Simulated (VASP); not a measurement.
Crystal: PbS.

```
CELL_PARAMETERS angstrom
0.00000 3.30098 3.30098
3.30098 0.00000 3.30098
3.30098 3.30098 0.00000
ATOMIC_POSITIONS crystal
Pb 0.00000 0.00000 0.00000
S 0.25000 0.25000 0.25000
```

Base run:

| Item | Value |
| --- | --- |
| Program | VASP 6.6.1 |
| Functional | r2SCAN |
| Potentials or basis | VASP PAW PBE potentials, release 64 (Pb_d, S) |
| Cutoff | 520 eV |
| k mesh | 4 × 4 × 4 |
| Occupations | gaussian, width 0.01 eV |
| Spin | no spin polarisation |

Its results: band gap on the k mesh 0.95 eV, indirect (least direct gap 1.45 eV); pressure -0.1 GPa.

Question: The run is repeated on the same cell with these changes: functional from r2SCAN to PBE. What comes out?

Answer: Band gap on the k mesh 0.80 eV, indirect (least direct gap 1.27 eV); pressure 0.7 GPa.

r2SCAN gives the wider gap, since meta-GGAs in the generalised Kohn-Sham scheme recover part of the derivative discontinuity.

Caveats: spin-orbit coupling is left out, which moves the levels of the heavy elements; the PAW data sets were made with another functional, which shifts forces and pressure a little (some runs).

A k mesh can miss the band edges.
